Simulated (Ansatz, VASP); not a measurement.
# LiF in VASP and in Ansatz

Contents of INCAR:

```
SYSTEM = LiF
PREC     = Accurate       ! precision mode
ENCUT    = 600            ! plane-wave cutoff, eV
EDIFF    = 1E-7           ! SCF threshold, eV
ISMEAR   = -1             ! smearing method
SIGMA    = 0.05           ! smearing width, eV
LREAL    = .FALSE.        ! projectors in reciprocal space
LASPH    = .TRUE.         ! aspherical terms in the spheres
NELM     = 100            ! most SCF steps
ALGO     = Normal         ! electronic algorithm
ISIF     = 3              ! what is computed and relaxed
LWAVE    = .FALSE.        ! write WAVECAR
LCHARG   = .FALSE.        ! write CHGCAR
GGA      = RP             ! functional
IVDW     = 13             ! dispersion correction
IBRION   = 2              ! ionic algorithm
NSW      = 80             ! ionic steps
EDIFFG   = -0.005         ! ionic threshold
```

Contents of KPOINTS:

```
regular mesh
0
G
  10 10 10
  0 0 0
```

POSCAR

```
LiF
1.0
    2.5595330000      0.0000000000      0.0000000000
    0.0000000000      2.5595330000      0.0000000000
    0.0000000000      0.0000000000      2.5595330000
F Li
1 1
Direct
    0.5000000000      0.5000000000      0.5000000000
    0.0000000000      0.0000000000      0.0000000000
```

input.yaml

```yaml
crystal:
  lattice:
    - [2.559533, 0.0, 0.0]
    - [0.0, 2.559533, 0.0]
    - [0.0, 0.0, 2.559533]
  atoms:
    - { symbol: F, position: [0.5, 0.5, 0.5] }
    - { symbol: Li, position: [0.0, 0.0, 0.0] }
kpoints:
  mp_grid: { grid: [10, 10, 10] }
scf:
  occupations: { method: fermi_dirac, width: 0.05 }
hamiltonian:
  xc: rpbe
  dispersion: d4
  pseudopotentials: { kind: all_electron, lapw: { basis_error: 0.001 } }
output:
  forces: true
  stress: true
relax:
  f_tol: 0.005
  max_steps: 60
  cell: {}
```

Alike in both runs: task relaxation of cell and atoms; functional RPBE; dispersion D4; k mesh 10 × 10 × 10; occupations fermi-dirac, width 0.05 eV; no spin polarisation.

|  | VASP | Ansatz |
| --- | --- | --- |
| version | VASP 6.6.1 | Ansatz 0.2.0 |
| potentials or method | VASP PAW PBE potentials, release 64 (F, Li_sv), cutoff 600 eV | all-electron LAPW, scalar-relativistic |

```tsv
	VASP	Ansatz	Ansatz less VASP
relaxed volume (Å³/atom)	8.42	8.55	+0.128
relaxed cell length with the largest relative difference (Å)	2.563	2.576	+0.0129
```

VASP's potentials were made for PBE, not for RPBE. Ansatz ran all-electron here, and VASP with PAW potentials.

Noted on VASP's run: the cutoff is short for stress, so the pressure is rough.
